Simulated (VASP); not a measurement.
# InP: single point with PBE

InP:

```
In P
1.0
     0.00000    2.93050    2.93050
     2.93050    0.00000    2.93050
     2.93050    2.93050    0.00000
In P
1 1
Direct
  0.00000 0.00000 0.00000
  0.25000 0.25000 0.25000
```

```yaml
Program: VASP 6.6.1
Task: single point
Functional: PBE
Potentials_or_basis: VASP PAW PBE potentials, release 64 (In_d, P)
Cutoff: 520 eV
k_mesh: 6 × 6 × 6
Occupations: gaussian, width 0.1 eV
Spin: no spin polarisation
Dipole_correction: no
Further_INCAR_settings: ALGO = Normal; EDIFF = 1e-07; NBANDS = 16
```

| Item | Value |
| --- | --- |
| Pressure | 3.3 GPa |
| Band gap on the k mesh | 0.71 eV, direct |

Levels at points of the mesh, in eV from the valence-band top:
| k point | band 6 | band 7 | band 8 | band 9 | band 10 | band 11 | band 12 | band 13 |
| --- | --- | --- | --- | --- | --- | --- | --- | --- |
| (0.00, 0.00, 0.00) | -11.52 | 0.00 | 0.00 | 0.00 | 0.71 | 4.09 | 4.09 | 4.09 |
| (0.50, 0.00, 0.00) | -9.79 | -5.73 | -0.97 | -0.97 | 1.50 | 4.81 | 4.81 | 7.10 |
| (0.50, 0.50, 0.00) | -9.14 | -5.75 | -2.32 | -2.32 | 1.76 | 2.26 | 9.21 | 9.59 |

Run time: 11 s on 1 thread of Intel Xeon 6975P-C (shared host), peak memory 0.17 GiB.

Caveat: spin-orbit coupling is left out, which moves the levels of the heavy elements. Expect the measured gap to be larger: semilocal functionals such as PBE lack the derivative discontinuity.
